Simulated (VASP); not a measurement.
Wanted: the native input for a VASP 6.6.1 run.

- Task: single point
- Functional: r2SCAN
- Potentials or basis: VASP PAW PBE potentials, release 64 (Ir, B, Rh_pv)
- Cutoff: 520 eV
- k mesh: 6 × 6 × 6
- Occupations: methfessel-paxton, width 0.1901 eV
- Spin: no spin polarisation
- Dipole correction: no
- Further INCAR settings: ALGO = Normal; EDIFF = 1e-06; NBANDS = 28

B2Ir2Rh:

```
Ir B Rh
1.0
     0.00000    2.81945    0.00000
     2.81945    0.00000    0.00000
     1.40972    1.40972   -7.09604
Ir B Rh
2 2 1
Direct
  0.36203 0.36203 0.27595
  0.63797 0.63797 0.72405
  0.75000 0.25000 0.50000
  0.25000 0.75000 0.50000
  0.00000 0.00000 0.00000
```

One way to write it, as run:

POSCAR

```
B2Ir2Rh
1.0
    0.0000000000      2.8194459253     -0.0000001136
    2.8194459253      0.0000000000     -0.0000001136
    1.4097226768      1.4097226768     -7.0960419266
Ir B Rh
2 2 1
Direct
    0.3620253207      0.3620253207      0.2759493585
    0.6379746793      0.6379746793      0.7240506415
    0.7500000000      0.2500000000      0.5000000000
    0.2500000000      0.7500000000      0.5000000000
    0.0000000000      0.0000000000      0.0000000000
```

INCAR.step1

```
PREC = Accurate
ENCUT = 520
ISMEAR = 1
SIGMA = 0.1901
LREAL = F
LASPH = T
NELM = 100
NBANDS = 28
GGA = PE
ALGO = Normal
EDIFF = 1E-4
LWAVE = T
LCHARG = F
```

INCAR.step2

```
PREC = Accurate
ENCUT = 520
EDIFF = 1E-6
ISMEAR = 1
SIGMA = 0.1901
LREAL = F
LASPH = T
NELM = 100
ALGO = Normal
ISIF = 2
LWAVE = F
LCHARG = F
METAGGA = R2SCAN
LMIXTAU = T
NBANDS = 28
ISTART = 1
```

KPOINTS

```
Automatic mesh
0
Gamma
  6 6 6
```

Potentials or basis: VASP PAW PBE potentials, release 64 (Ir, B, Rh_pv).

The run is started by

```sh
$ cat potpaw_PBE.64/Ir/POTCAR potpaw_PBE.64/B/POTCAR potpaw_PBE.64/Rh_pv/POTCAR > POTCAR
$ cp INCAR.step1 INCAR
$ mpirun -np 1 vasp_std > vasp.out
$ cp INCAR.step2 INCAR
$ mpirun -np 1 vasp_std > vasp.out
```

It gave:

- Pressure: 2.2 GPa
- Largest force: 0.153 eV/Å

Caveat: the k points lie up to 0.38 Å⁻¹ apart; the PAW data sets were made with another functional, which shifts forces and pressure a little.

Run time: 2.7 min on 1 thread of Intel(R) Xeon(R) Platinum 8259CL CPU @ 2.50GHz (Skylake/Cascade Lake) (shared host), peak memory 0.21 GiB.
